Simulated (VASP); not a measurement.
# GaSb (rocksalt type) (Fm-3m) in VASP: single point with PBEsol

Aim: the single point of GaSb (rocksalt type) with PBEsol.

All numbers are computed with VASP 6.6.1; they aren't measurements. Logs are shortened: lines on timing, memory, paths and dates and some standing lists are left out, and cuts for length are marked.

## 1. The cell of the first run

The structure is cubic, space group Fm-3m (No. 225). Conventional cell: a = 5.697 Å, b = 5.697 Å, c = 5.697 Å, α = 90.00°, β = 90.00°, γ = 90.00°. Ga (site symmetry m-3m) has 6 Sb at 2.85 Å within 3.8 Å. Within 3.8 Å of Sb (site symmetry m-3m) lie 6 Ga at 2.85 Å.

## 2. Single point, PBEsol (23.11 Å³/atom)

The input, POSCAR:

```
GaSb
1.0
    0.0000000000      2.8483738094      2.8483738094
    2.8483738094      0.0000000000      2.8483738094
    2.8483738094      2.8483738094      0.0000000000
Ga Sb
1 1
Direct
    0.0000000000      0.0000000000      0.0000000000
    0.5000000000      0.5000000000      0.5000000000
```

The input, INCAR.step1:

```
PREC     = Accurate       # precision mode
ENCUT    = 520            # plane-wave cutoff, eV
EDIFF    = 1E-7           # SCF threshold, eV
ISMEAR   = -1             # smearing method
SIGMA    = 0.08           # smearing width, eV
LREAL    = F              # projectors in reciprocal space
LASPH    = T              # aspherical terms in the spheres
NELM     = 60             # most SCF steps
ALGO     = Normal         # electronic algorithm
ISIF     = 2              # what is computed and relaxed
LWAVE    = F              # write WAVECAR
LCHARG   = T              # write CHGCAR
GGA      = PS             # functional
NBANDS   = 16             # bands
```

The input, KPOINTS.step1:

```
Automatic mesh
0
Gamma
  13 13 13
```

The input, INCAR.step2:

```
PREC     = Accurate       # precision mode
ENCUT    = 520            # plane-wave cutoff, eV
EDIFF    = 1E-7           # SCF threshold, eV
ISMEAR   = -5             # smearing method
SIGMA    = 0.08           # smearing width, eV
LREAL    = F              # projectors in reciprocal space
LASPH    = T              # aspherical terms in the spheres
NELM     = 60             # most SCF steps
ALGO     = Normal         # electronic algorithm
ISIF     = 2              # what is computed and relaxed
LWAVE    = F              # write WAVECAR
LCHARG   = F              # write CHGCAR
GGA      = PS             # functional
LORBIT   = 11             # projections on sites
NBANDS   = 16             # bands
NEDOS    = 2001           # points of the DOS
ICHARG   = 11             # starting density
```

The input, KPOINTS.step2:

```
Automatic mesh
0
Gamma
  20 20 20
```

Potentials or basis: VASP PAW PBE potentials, release 64 (Ga_d, Sb).

On the command line:

```sh
$ cat potpaw_PBE.64/Ga_d/POTCAR potpaw_PBE.64/Sb/POTCAR > POTCAR
$ cp INCAR.step1 INCAR
$ cp KPOINTS.step1 KPOINTS
$ mpirun -np 1 vasp_std > vasp.out
$ cp INCAR.step2 INCAR
$ cp KPOINTS.step2 KPOINTS
$ mpirun -np 1 vasp_std > vasp.out
```

OUTCAR:

```text
PREC = Accurate
   ENCUT = 520
   EDIFF = 1E-7
   ISMEAR = -5
   LREAL = F
   LASPH = T
   NELM = 60
   ISIF = 2
   GGA = PS
   LORBIT = 11
   ICHARG = 11

 ion  position               nearest neighbor table
   1  0.000  0.000  0.000-   2 2.85   2 2.85   2 2.85   2 2.85   2 2.85   2 2.85
   2  0.500  0.500  0.500-   1 2.85   1 2.85   1 2.85   1 2.85   1 2.85   1 2.85

  LATTYP: Found a face centered cubic cell.
 ALAT       =     5.6967476188

  Lattice vectors:

 A1 = (   0.0000000000,   2.8483738094,   2.8483738094)
 A2 = (   2.8483738094,   0.0000000000,   2.8483738094)
 A3 = (   2.8483738094,   2.8483738094,   0.0000000000)

Analysis of symmetry for initial positions (statically):
=====================================================================
 Subroutine PRICEL returns:
 Original cell was already a primitive cell.

 Routine SETGRP: Setting up the symmetry group for a
 face centered cubic supercell.

 Subroutine GETGRP returns: Found 48 space group operations
 (whereof 48 operations were pure point group operations)
 out of a pool of 48 trial point group operations.

The static configuration has the point symmetry O_h .

Analysis of symmetry for dynamics (positions and initial velocities):
=====================================================================
 Subroutine PRICEL returns:
 Original cell was already a primitive cell.

 Routine SETGRP: Setting up the symmetry group for a
 face centered cubic supercell.

 Subroutine GETGRP returns: Found 48 space group operations
 (whereof 48 operations were pure point group operations)
 out of a pool of 48 trial point group operations.

The dynamic configuration has the point symmetry O_h .

 Subroutine INISYM returns: Found 48 space group operations
 (whereof 48 operations are pure point group operations),
 and found     1 'primitive' translations

----------------------------------------------------------------------------------------

                                     Primitive cell

  volume of cell :      46.2190

  direct lattice vectors                    reciprocal lattice vectors
     0.000000000  2.848373809  2.848373809    -0.175538758  0.175538758  0.175538758
     2.848373809  0.000000000  2.848373809     0.175538758 -0.175538758  0.175538758
     2.848373809  2.848373809  0.000000000     0.175538758  0.175538758 -0.175538758

  length of vectors
     4.028208872  4.028208872  4.028208872     0.304042047  0.304042047  0.304042047

  position of ions in fractional coordinates (direct lattice)
     0.000000000  0.000000000  0.000000000
     0.500000000  0.500000000  0.500000000

  ion indices of the primitive-cell ions
   primitive index   ion index
                 1           1
                 2           2

----------------------------------------------------------------------------------------

 KPOINTS: Automatic mesh

Automatic generation of k-mesh.
 Grid dimensions read from file:
 generate k-points for:   20   20   20

 Generating k-lattice:

  Cartesian coordinates                     Fractional coordinates (reciprocal lattice)
    -0.008776938  0.008776938  0.008776938     0.050000000  0.000000000  0.000000000
     0.008776938 -0.008776938  0.008776938     0.000000000  0.050000000  0.000000000
     0.008776938  0.008776938 -0.008776938     0.000000000  0.000000000  0.050000000

  Length of vectors
     0.015202102  0.015202102  0.015202102

  Shift w.r.t. Gamma in fractional coordinates (k-lattice)
     0.000000000  0.000000000  0.000000000

 TETIRR: Found   1093 inequivalent tetrahedra from    48000

 Subroutine IBZKPT returns following result:
 ===========================================

 Found    256 irreducible k-points:

 Following reciprocal coordinates:
            Coordinates               Weight
  0.000000  0.000000  0.000000      1.000000
  0.050000  0.000000  0.000000      8.000000
  0.100000  0.000000  0.000000      8.000000
  0.150000  0.000000  0.000000      8.000000
  0.200000  0.000000  0.000000      8.000000
  0.250000  0.000000  0.000000      8.000000
[... 16 lines left out ...]
 -0.400000  0.050000  0.000000     24.000000
 -0.350000  0.050000  0.000000     24.000000
 [... further k-points ...]
   k-points           NKPTS =    256   k-points in BZ     NKDIM =    256   number of bands    NBANDS=     16
   number of dos      NEDOS =   2001   number of ions     NIONS =      2
   total plane-waves  NPLWV =  27000
   dimension x,y,z NGX =    30 NGY =   30 NGZ =   30
   dimension x,y,z NGXF=    60 NGYF=   60 NGZF=   60
   ions per type =               1   1
   NGX,Y,Z   is equivalent  to a cutoff of  12.38, 12.38, 12.38 a.u.
   NGXF,Y,Z  is equivalent  to a cutoff of  24.76, 24.76, 24.76 a.u.
 SYSTEM =  unknown system
   PREC   = accura    normal or accurate (medium, high low for compatibility)
   ISTART =      0    job   : 0-new  1-cont  2-samecut
   ICHARG =     11    charge: 1-file 2-atom 10-const
   ISPIN  =      1    spin polarized calculation?
   LNONCOLLINEAR =      F non collinear calculations
   LSORBIT =      F    spin-orbit coupling
   LASPH  =      T    aspherical Exc in radial PAW
   ENCUT  =  520.0 eV  38.22 Ry    6.18 a.u.   7.49  7.49  7.49*2*pi/ulx,y,z
   NELM   =     60;   NELMIN=  2; NELMDL=  0     # of ELM steps
   EDIFF  = 0.1E-06   stopping-criterion for ELM
   LREAL  =      F    real-space projection
   EDIFFG = 0.1E-05   stopping-criterion for IOM
   NSW    =      0    number of steps for IOM
   IBRION =     -1    ionic relax: 0-MD 1-quasi-New 2-CG
   NFREE  =      0    steps in history (QN), initial steepest desc. (CG)
   ISIF   =      2    stress and relaxation
   ISYM   =      2    0-nonsym 1-usesym 2-fastsym
   POTIM  = 0.5000    time-step for ionic-motion
   TEBEG  =    0.0;   TEEND  =   0.0 temperature during run
   PSTRESS=    0.0 pullay stress
   NELECT =      18.0000    total number of electrons
   NUPDOWN=      -1.0000    fix difference up-down
   EMIN   =  10.00;   EMAX   =-10.00  energy-range for DOS
   EFERMI =   0.00;   METHOD = LEGACY
   ISMEAR =    -5;   SIGMA  =   0.08  broadening in eV -4-tet -1-fermi 0-gaus
   EFERMI_NEDOS =   21; number of points for ismear=-14 and -15
   IALGO  =     38    algorithm
   IMIX   =      4    mixing-type and parameters
     AMIX     =   0.40;   BMIX     =  1.00
     AMIX_MAG =   1.60;   BMIX_MAG =  1.00
  volume/ion in A,a.u.               =      23.11       155.95
  Fermi-wavevector in a.u.,A,eV,Ry     =   1.195525  2.259215 19.446537  1.429280
  Thomas-Fermi vector in A             =   2.331488
   LORBIT       =     11    0 simple, 1 ext, 2 COOP (PROOUT), +10 PAW based schemes
   GGA     = PS    functional components
   LHFCALC =     F    Hartree Fock is set to
   AEXX    =    0.0000 exact exchange contribution
   IVDW    =     0    specifies the selected vdW correction
   LEPSILON=     F    determine dielectric tensor
   LRPA    =     F    only Hartree local field effects (RPA)
 non-spin polarized calculation
 Fermi weights with tetrahedron method with Bloechl corrections
  energy-cutoff  :      520.00
  volume of cell :       46.22
 maximum number of plane-waves:      1267
 NGX is ok and might be reduce to    30

 number of electron      17.9999985 magnetization

 Free energy of the ion-electron system (eV)
  ---------------------------------------------------
  ext. energy  EPLUGINS =         0.00000000
  ---------------------------------------------------
  free energy    TOTEN  =        -7.86193170 eV

  energy without entropy =       -7.86193170  energy(sigma->0) =       -7.86193170

 E-fermi :   6.7288     XC(G=0): -10.5262

 val. band max:        6.9102457206   @ k =   0.0000   0.0000   0.0000
 cond. band min:       6.6298591457   @ k =   0.4500   0.2000   0.0000
 fundamental gap:     -0.2803865749
 Fermi energy:         6.7288419423

 k-point     1 :       0.0000    0.0000    0.0000
  band No.  band energies     occupation
      1      -8.0640      2.00000
      2      -8.0640      2.00000
      3      -8.0395      2.00000
      4      -8.0395      2.00000
      5      -8.0395      2.00000
      6      -5.4132      2.00000
[... 8 lines left out ...]
     15      13.0927      0.00000
     16      13.0927      0.00000

 k-point     2 :       0.0500    0.0000    0.0000
  band No.  band energies     occupation
      1      -8.0645      2.00000
      2      -8.0645      2.00000
      3      -8.0396      2.00000
      4      -8.0392      2.00000
      5      -8.0392      2.00000
      6      -5.3803      2.00000
[... 8 lines left out ...]
     15      13.1479      0.00000
     16      13.1479      0.00000

 k-point     3 :       0.1000    0.0000    0.0000
  band No.  band energies     occupation
      1      -8.0659      2.00000
      2      -8.0659      2.00000
      3      -8.0397      2.00000
      4      -8.0382      2.00000
      5      -8.0382      2.00000
      6      -5.2815      2.00000
[... 8 lines left out ...]
     15      13.3493      0.00000
     16      13.3493      0.00000

 k-point     4 :       0.1500    0.0000    0.0000
  band No.  band energies     occupation
      1      -8.0683      2.00000
      2      -8.0683      2.00000
      3      -8.0401      2.00000
      4      -8.0365      2.00000
      5      -8.0365      2.00000
      6      -5.1176      2.00000
[... 8 lines left out ...]
     15      13.6775      0.00000
     16      13.6775      0.00000

 k-point     5 :       0.2000    0.0000    0.0000
  band No.  band energies     occupation
      1      -8.0715      2.00000
      2      -8.0715      2.00000
      3      -8.0406      2.00000
      4      -8.0342      2.00000
      5      -8.0342      2.00000
      6      -4.8899      2.00000
[... 8 lines left out ...]
     15      14.1225      0.00000
     16      14.1225      0.00000

 k-point     6 :       0.2500    0.0000    0.0000
  band No.  band energies     occupation
      1      -8.0752      2.00000
      2      -8.0752      2.00000
      3      -8.0412      2.00000
      4      -8.0316      2.00000
      5      -8.0316      2.00000
      6      -4.6008      2.00000
[... 8 lines left out ...]
     15      14.6737      0.00000
     16      14.6737      0.00000
[... 267 lines left out ...]
 k-point    21 :       0.5000    0.0500    0.0000
  band No.  band energies     occupation
      1      -8.0891      2.00000
      2      -8.0865      2.00000
      3      -8.0436      2.00000
      4      -8.0231      2.00000
      5      -8.0223      2.00000
      6      -2.9031      2.00000
[... 8 lines left out ...]
     15      18.4214      0.00000
     16      18.4966      0.00000

 k-point    22 :      -0.4500    0.0500    0.0000
  band No.  band energies     occupation
      1      -8.0881      2.00000
      2      -8.0871      2.00000
      3      -8.0435      2.00000
      4      -8.0230      2.00000
      5      -8.0227      2.00000
      6      -2.9621      2.00000
[... 8 lines left out ...]
     15      17.5835      0.00000
     16      18.3389      0.00000

 k-point    23 :      -0.4000    0.0500    0.0000
  band No.  band energies     occupation
      1      -8.0864      2.00000
      2      -8.0860      2.00000
      3      -8.0432      2.00000
      4      -8.0240      2.00000
      5      -8.0237      2.00000
      6      -3.2886      2.00000
[... 8 lines left out ...]
     15      16.6952      0.00000
     16      18.1300      0.00000

 k-point    24 :      -0.3500    0.0500    0.0000
  band No.  band energies     occupation
      1      -8.0847      2.00000
      2      -8.0828      2.00000
      3      -8.0426      2.00000
      4      -8.0260      2.00000
      5      -8.0252      2.00000
      6      -3.6981      2.00000
[... 8 lines left out ...]
     15      15.8806      0.00000
     16      17.2482      0.00000

 [... further k-points ...]

------------------------ aborting loop because EDIFF is reached ----------------------------------------

  FORCE on cell =-STRESS in cart. coord.  units (eV):
  Direction    XX          YY          ZZ          XY          YZ          ZX
  --------------------------------------------------------------------------------------
  -------------------------------------------------------------------------------------
  Total       -0.0359205     -0.0359205     -0.0359205     -0.0000000      0.0000000     -0.0000000
  in kB       -1.2451805     -1.2451805     -1.2451805     -0.0000000      0.0000000     -0.0000000
  external PRESSURE =      -1.2451805 kB  Pullay stress =       0.0000000 kB

 VOLUME and BASIS-vectors are now :
 -----------------------------------------------------------------------------
  energy-cutoff  :      520.00
  volume of cell :       46.22
      direct lattice vectors                 reciprocal lattice vectors
     0.000000000  2.848373809  2.848373809    -0.175538758  0.175538758  0.175538758
     2.848373809  0.000000000  2.848373809     0.175538758 -0.175538758  0.175538758
     2.848373809  2.848373809  0.000000000     0.175538758  0.175538758 -0.175538758

 POSITION                                       TOTAL-FORCE (eV/Angst)
 -----------------------------------------------------------------------------------
      0.00000      0.00000      0.00000         0.000000     -0.000000      0.000000
      2.84837      2.84837      2.84837        -0.000000      0.000000     -0.000000
 -----------------------------------------------------------------------------------
    total drift:                               -0.000000      0.000000      0.000000

  FREE ENERGIE OF THE ION-ELECTRON SYSTEM (eV)
  ---------------------------------------------------
  free  energy   TOTEN  =        -7.8619316980 eV

  energy  without entropy=       -7.8619316980  energy(sigma->0) =       -7.86193170

 total charge

# of ion       s       p       d       tot
------------------------------------------
    1        0.969   0.643   9.962  11.574
    2        1.186   1.200   0.038   2.423
--------------------------------------------------
tot          2.154   1.843  10.000  13.997
```

It took 3.5 min on 1 thread of Intel Xeon 8259CL, shared host; peak memory 0.32 GiB.

Results:

```yaml
Valence_electrons_inside_the_program's_atomic_spheres: Ga 11.57; Sb 2.42
```

Caveat: the PAW data sets were made with another functional, which shifts forces and pressure a little; spin-orbit coupling is left out, which moves the levels of the heavy elements; tetrahedron occupations give inexact forces and stress in metals.
